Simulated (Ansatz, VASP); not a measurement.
# CsH2: VASP beside Ansatz

```xyz
6
Lattice="6.2076 0.0000 0.0000 0.0000 6.2076 0.0000 0.0000 0.0000 7.0791" Properties=species:S:1:pos:R:3 pbc="T T T"
Cs    0.0000    0.0000    0.0000
Cs    3.1038    3.1038    3.5396
H     2.8349    2.8349    0.0000
H     0.2689    5.9387    3.5396
H     3.3727    3.3727    0.0000
H     5.9387    0.2689    3.5396
```

Alike in both runs: functional PBE; k mesh 6 × 6 × 6; occupations gaussian, width 0.1 eV; no spin polarisation.

Ansatz relaxed the structure, and its values are those at the end. VASP's run is a single point on that final structure, the one shown.

```csv
,VASP,Ansatz
version,VASP 6.6.1,Ansatz 0.2.0
potentials or method,"VASP PAW PBE potentials, release 64 (Cs_sv, H), cutoff 520 eV","scalar-relativistic, plane waves, PAW"
valence electrons in the cell,22,22
```

Ansatz gave:

* gap on the k mesh at the Fermi level (eV): none
* pressure (GPa): 0.0
* rms of the force components (eV/Å): 0.001

Estimate VASP's values.

gap on the k mesh at the Fermi level (eV): none; pressure (GPa): 0.0; rms of the force components (eV/Å): 0.006.

A gap of «none» marks a metal or a gap that the smearing closes. The functional is the same, so the differences come from potentials, cutoffs and numerics.

Neither program's run includes spin-orbit coupling.
